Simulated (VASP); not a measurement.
# CoGeMo (P4/mmm) in VASP: single point with PBE

Aim: the single point of CoGeMo with PBE.

Everything below comes from runs of VASP 6.6.1. Logs are shortened: lines on timing, memory, paths and dates and some standing lists are left out, and cuts for length are marked.

## Step 1: The cell of the first run

Symmetry: P4/mmm, No. 123, tetragonal system. The conventional cell has a = 3.499 Å, b = 3.499 Å, c = 4.100 Å, α = 90.00°, β = 90.00°, γ = 90.00°. Within 2.7 Å of Co (site symmetry 4/mmm) lie 2 Mo at 2.05 Å and 4 Ge at 2.47 Å. Ge (site symmetry 4/mmm) has 4 Co at 2.47 Å and 8 Mo at 3.21 Å within 3.3 Å. Within 2.7 Å of Mo (site symmetry 4/mmm) lie 2 Co at 2.05 Å.

The cell was built from a structure type or drawn by symmetry, and may not be a known phase.

## Step 2: Single point, PBE, collinear spin, ferromagnetic start

INCAR reads:

```
PREC = Accurate ; ENCUT = 520
EDIFF = 1E-6 ; ISMEAR = 0
SIGMA = 0.1 ; LREAL = F
LASPH = T ; NELM = 150
ALGO = Normal ; ISIF = 2
LWAVE = F ; LCHARG = T
ISPIN = 2 ; MAGMOM = 3 0 0
LORBIT = 11 ; LMAXMIX = 4
GGA = PE ; LELF = T
LVHAR = T ; NBANDS = 30
```

KPOINTS reads:

```
regular mesh
0
Gamma
  6 6 4
```

POSCAR reads:

```
CoGeMo
1.0
    3.4988536600      0.0000000000      0.0000000000
    0.0000000000      3.4988536600      0.0000000000
    0.0000000000      0.0000000000      4.0996734900
Co Ge Mo
1 1 1
Direct
    0.0000000000      0.0000000000      0.0000000000
    0.5000000000      0.5000000000      0.0000000000
    0.0000000000      0.0000000000      0.5000000000
```

Potentials or basis: VASP PAW PBE potentials, release 64 (Co, Ge_d, Mo_sv).

The run is started by

```sh
$ cat potpaw_PBE.64/Co/POTCAR potpaw_PBE.64/Ge_d/POTCAR potpaw_PBE.64/Mo_sv/POTCAR > POTCAR
$ mpirun -np 1 vasp_std > vasp.out
```

OUTCAR:

```text
PREC = Accurate
   ENCUT = 520
   EDIFF = 1E-6
   ISMEAR = 0
   LREAL = F
   LASPH = T
   NELM = 150
   ISIF = 2
   ISPIN = 2
   LORBIT = 11
   GGA = PE

 ion  position               nearest neighbor table
   1  0.000  0.000  0.000-   3 2.05   3 2.05   2 2.47   2 2.47   2 2.47   2 2.47
   2  0.500  0.500  0.000-   1 2.47   1 2.47   1 2.47   1 2.47
   3  0.000  0.000  0.500-   1 2.05   1 2.05

  LATTYP: Found a simple tetragonal cell.
 ALAT       =     3.4988536600
 C/A-ratio  =     1.1717190510

  Lattice vectors:

 A1 = (   3.4988536600,   0.0000000000,   0.0000000000)
 A2 = (   0.0000000000,   3.4988536600,   0.0000000000)
 A3 = (   0.0000000000,   0.0000000000,   4.0996734900)

Analysis of symmetry for initial positions (statically):
=====================================================================
 Subroutine PRICEL returns:
 Original cell was already a primitive cell.

 Routine SETGRP: Setting up the symmetry group for a
 simple tetragonal supercell.

 Subroutine GETGRP returns: Found 16 space group operations
 (whereof 16 operations were pure point group operations)
 out of a pool of 16 trial point group operations.

The static configuration has the point symmetry D_4h.

Analysis of symmetry for dynamics (positions and initial velocities):
=====================================================================
 Subroutine PRICEL returns:
 Original cell was already a primitive cell.

 Routine SETGRP: Setting up the symmetry group for a
 simple tetragonal supercell.

 Subroutine GETGRP returns: Found 16 space group operations
 (whereof 16 operations were pure point group operations)
 out of a pool of 16 trial point group operations.

The dynamic configuration has the point symmetry D_4h.

Analysis of structural, dynamic, and magnetic symmetry:
=====================================================================
 Subroutine PRICEL returns:
 Original cell was already a primitive cell.

 Routine SETGRP: Setting up the symmetry group for a
 simple tetragonal supercell.

 Subroutine GETGRP returns: Found 16 space group operations
 (whereof 16 operations were pure point group operations)
 out of a pool of 16 trial point group operations.

The overall configuration has the point symmetry D_4h.

 Subroutine INISYM returns: Found 16 space group operations
 (whereof 16 operations are pure point group operations),
 and found     1 'primitive' translations

----------------------------------------------------------------------------------------

                                     Primitive cell

  volume of cell :      50.1881

  direct lattice vectors                    reciprocal lattice vectors
     3.498853660  0.000000000  0.000000000     0.285807895  0.000000000  0.000000000
     0.000000000  3.498853660  0.000000000     0.000000000  0.285807895  0.000000000
     0.000000000  0.000000000  4.099673490     0.000000000  0.000000000  0.243921864

  length of vectors
     3.498853660  3.498853660  4.099673490     0.285807895  0.285807895  0.243921864

  position of ions in fractional coordinates (direct lattice)
     0.000000000  0.000000000  0.000000000
     0.500000000  0.500000000  0.000000000
     0.000000000  0.000000000  0.500000000

  ion indices of the primitive-cell ions
   primitive index   ion index
                 1           1
                 2           2
                 3           3

----------------------------------------------------------------------------------------

 KPOINTS: regular mesh

Automatic generation of k-mesh.
 Grid dimensions read from file:
 generate k-points for:    6    6    4

 Generating k-lattice:

  Cartesian coordinates                     Fractional coordinates (reciprocal lattice)
     0.047634649  0.000000000  0.000000000     0.166666667  0.000000000  0.000000000
     0.000000000  0.047634649  0.000000000     0.000000000  0.166666667  0.000000000
     0.000000000  0.000000000  0.060980466     0.000000000  0.000000000  0.250000000

  Length of vectors
     0.047634649  0.047634649  0.060980466

  Shift w.r.t. Gamma in fractional coordinates (k-lattice)
     0.000000000  0.000000000  0.000000000

 Subroutine IBZKPT returns following result:
 ===========================================

 Found     30 irreducible k-points:

 Following reciprocal coordinates:
            Coordinates               Weight
  0.000000  0.000000  0.000000      1.000000
  0.166667  0.000000  0.000000      4.000000
  0.333333  0.000000  0.000000      4.000000
  0.500000  0.000000  0.000000      2.000000
  0.166667  0.166667  0.000000      4.000000
  0.333333  0.166667  0.000000      8.000000
[... 16 lines left out ...]
  0.333333  0.000000  0.500000      4.000000
  0.500000  0.000000  0.500000      2.000000
 [... further k-points ...]
   k-points           NKPTS =     30   k-points in BZ     NKDIM =     30   number of bands    NBANDS=     30
   number of dos      NEDOS =    301   number of ions     NIONS =      3
   total plane-waves  NPLWV =  23520
   dimension x,y,z NGX =    28 NGY =   28 NGZ =   30
   dimension x,y,z NGXF=    56 NGYF=   56 NGZF=   60
   ions per type =               1   1   1
   NGX,Y,Z   is equivalent  to a cutoff of  13.30, 13.30, 12.17 a.u.
   NGXF,Y,Z  is equivalent  to a cutoff of  26.61, 26.61, 24.33 a.u.
 SYSTEM =  unknown system
   PREC   = accura    normal or accurate (medium, high low for compatibility)
   ISTART =      0    job   : 0-new  1-cont  2-samecut
   ICHARG =      2    charge: 1-file 2-atom 10-const
   ISPIN  =      2    spin polarized calculation?
   LNONCOLLINEAR =      F non collinear calculations
   LSORBIT =      F    spin-orbit coupling
   LASPH  =      T    aspherical Exc in radial PAW
   ENCUT  =  520.0 eV  38.22 Ry    6.18 a.u.   6.51  6.51  7.62*2*pi/ulx,y,z
   NELM   =    150;   NELMIN=  2; NELMDL= -5     # of ELM steps
   EDIFF  = 0.1E-05   stopping-criterion for ELM
   LREAL  =      F    real-space projection
   EDIFFG = 0.1E-04   stopping-criterion for IOM
   NSW    =      0    number of steps for IOM
   IBRION =     -1    ionic relax: 0-MD 1-quasi-New 2-CG
   NFREE  =      0    steps in history (QN), initial steepest desc. (CG)
   ISIF   =      2    stress and relaxation
   ISYM   =      2    0-nonsym 1-usesym 2-fastsym
   POTIM  = 0.5000    time-step for ionic-motion
   TEBEG  =    0.0;   TEEND  =   0.0 temperature during run
   PSTRESS=    0.0 pullay stress
   NELECT =      37.0000    total number of electrons
   NUPDOWN=      -1.0000    fix difference up-down
   EMIN   =  10.00;   EMAX   =-10.00  energy-range for DOS
   EFERMI =   0.00;   METHOD = LEGACY
   ISMEAR =     0;   SIGMA  =   0.10  broadening in eV -4-tet -1-fermi 0-gaus
   EFERMI_NEDOS =   21; number of points for ismear=-14 and -15
   IALGO  =     38    algorithm
   IMIX   =      4    mixing-type and parameters
     AMIX     =   0.40;   BMIX     =  1.00
     AMIX_MAG =   1.60;   BMIX_MAG =  1.00
  volume/ion in A,a.u.               =      16.73       112.90
  Fermi-wavevector in a.u.,A,eV,Ry     =   1.478910  2.794735 29.758327  2.187175
  Thomas-Fermi vector in A             =   2.593133
   LORBIT       =     11    0 simple, 1 ext, 2 COOP (PROOUT), +10 PAW based schemes
   GGA     = PE    functional components
   LHFCALC =     F    Hartree Fock is set to
   AEXX    =    0.0000 exact exchange contribution
   IVDW    =     0    specifies the selected vdW correction
   LEPSILON=     F    determine dielectric tensor
   LRPA    =     F    only Hartree local field effects (RPA)
 spin polarized calculation
 Gauss-broadening in eV      SIGMA  =   0.10
  energy-cutoff  :      520.00
  volume of cell :       50.19
 maximum number of plane-waves:      1379
 NGX is ok and might be reduce to    28
   NGX = 13   NGY = 13   NGZ = 15

 number of electron      36.9999985 magnetization      -0.0162785

 number of electron      36.9999985 magnetization       0.0015200

 Free energy of the ion-electron system (eV)
  ---------------------------------------------------
  ext. energy  EPLUGINS =         0.00000000
  ---------------------------------------------------
  free energy    TOTEN  =       -18.50182946 eV

  energy without entropy =      -18.47833376  energy(sigma->0) =      -18.49008161

 E-fermi :   8.4310     XC(G=0): -11.8171

 val. band max:        8.4150139597   @ k =   0.3333   0.1667   0.5000
 cond. band min:       8.4647601450   @ k =   0.5000   0.0000   0.2500
 fundamental gap:      0.0497461853
 Fermi energy:         8.4309993141

 spin component 1

 k-point     1 :       0.0000    0.0000    0.0000
  band No.  band energies     occupation
      1     -52.7302      1.00000
      2     -27.0956      1.00000
      3     -26.6977      1.00000
      4     -26.6977      1.00000
      5     -16.3277      1.00000
      6     -16.2923      1.00000
[... 22 lines left out ...]
     29      21.3951      0.00000
     30      21.3951      0.00000

 k-point     2 :       0.1667    0.0000    0.0000
  band No.  band energies     occupation
      1     -52.7291      1.00000
      2     -27.0938      1.00000
      3     -26.7176      1.00000
      4     -26.6961      1.00000
      5     -16.3255      1.00000
      6     -16.2937      1.00000
[... 22 lines left out ...]
     29      20.2812      0.00000
     30      20.8545      0.00000

 k-point     3 :       0.3333    0.0000    0.0000
  band No.  band energies     occupation
      1     -52.7269      1.00000
      2     -27.0902      1.00000
      3     -26.7571      1.00000
      4     -26.6929      1.00000
      5     -16.3215      1.00000
      6     -16.2964      1.00000
[... 682 lines left out ...]
     29      20.4269      0.00000
     30      21.6397      0.00000

 k-point    24 :       0.5000    0.0000    0.5000
  band No.  band energies     occupation
      1     -52.6999      1.00000
      2     -27.2901      1.00000
      3     -26.7831      1.00000
      4     -26.6981      1.00000
      5     -16.3161      1.00000
      6     -16.3001      1.00000
[... 22 lines left out ...]
     29      21.5536      0.00000
     30      22.2446      0.00000

 [... further k-points ...]

 spin component 2

 k-point     1 :       0.0000    0.0000    0.0000
  band No.  band energies     occupation
      1     -52.7297      1.00000
      2     -27.0953      1.00000
      3     -26.6969      1.00000
      4     -26.6969      1.00000
      5     -16.3277      1.00000
      6     -16.2923      1.00000
[... 22 lines left out ...]
     29      21.3958      0.00000
     30      21.3958      0.00000

 k-point     2 :       0.1667    0.0000    0.0000
  band No.  band energies     occupation
      1     -52.7286      1.00000
      2     -27.0935      1.00000
      3     -26.7168      1.00000
      4     -26.6953      1.00000
      5     -16.3255      1.00000
      6     -16.2937      1.00000
[... 22 lines left out ...]
     29      20.2814      0.00000
     30      20.8546      0.00000

 k-point     3 :       0.3333    0.0000    0.0000
  band No.  band energies     occupation
      1     -52.7263      1.00000
      2     -27.0899      1.00000
      3     -26.7564      1.00000
      4     -26.6921      1.00000
      5     -16.3215      1.00000
      6     -16.2964      1.00000
[... 682 lines left out ...]
     29      20.4270      0.00000
     30      21.6399      0.00000

 k-point    24 :       0.5000    0.0000    0.5000
  band No.  band energies     occupation
      1     -52.6994      1.00000
      2     -27.2898      1.00000
      3     -26.7824      1.00000
      4     -26.6973      1.00000
      5     -16.3161      1.00000
      6     -16.3001      1.00000
[... 22 lines left out ...]
     29      21.5539      0.00000
     30      22.2324      0.00000

 [... further k-points ...]
[... 5 lines left out ...]
  --------------------------------------------------------------------------------------
  -------------------------------------------------------------------------------------
  Total       -3.6645400     -3.6645400     16.1203410      0.0000000      0.0000000      0.0000000
  in kB     -116.9847438   -116.9847438    514.6168246      0.0000000      0.0000000      0.0000000
  external PRESSURE =      93.5491123 kB  Pullay stress =       0.0000000 kB

 VOLUME and BASIS-vectors are now :
 -----------------------------------------------------------------------------
  energy-cutoff  :      520.00
  volume of cell :       50.19
      direct lattice vectors                 reciprocal lattice vectors
     3.498853660  0.000000000  0.000000000     0.285807895  0.000000000  0.000000000
     0.000000000  3.498853660  0.000000000     0.000000000  0.285807895  0.000000000
     0.000000000  0.000000000  4.099673490     0.000000000  0.000000000  0.243921864

 POSITION                                       TOTAL-FORCE (eV/Angst)
 -----------------------------------------------------------------------------------
      0.00000      0.00000      0.00000         0.000000      0.000000      0.000000
      1.74943      1.74943      0.00000         0.000000      0.000000      0.000000
      0.00000      0.00000      2.04984         0.000000      0.000000      0.000000
 -----------------------------------------------------------------------------------
    total drift:                                0.000000      0.000000     -0.000000

  FREE ENERGIE OF THE ION-ELECTRON SYSTEM (eV)
  ---------------------------------------------------
  free  energy   TOTEN  =       -18.5018294615 eV

  energy  without entropy=      -18.4783337626  energy(sigma->0) =      -18.49008161

 total charge

# of ion       s       p       d       tot
------------------------------------------
    1        0.588   0.625   7.664   8.878
    2        1.138   1.068  10.048  12.254
    3        2.319   6.089   4.168  12.575
--------------------------------------------------
tot          4.044   7.782  21.879  33.706

 magnetization (x)

# of ion       s       p       d       tot
------------------------------------------
    1        0.000   0.000   0.000   0.000
    2        0.000  -0.000   0.000   0.000
    3        0.000   0.000   0.001   0.001
--------------------------------------------------
tot          0.000  -0.000   0.001   0.002
```

Wall time 2.4 min (1 thread of Intel Xeon Platinum 8259CL at 2.50GHz (Skylake/Cascade Lake), shared host); peak memory 0.22 GiB.

What came out:

```yaml
Free_energy: -18.5018 eV
Pressure: 9.4 GPa
Net_moment: 0.00 μB per cell
Valence_electrons_inside_the_program's_atomic_spheres: Co 8.88; Ge 12.25; Mo 12.57
```

Caveat: the k points lie up to 0.38 Å⁻¹ apart.
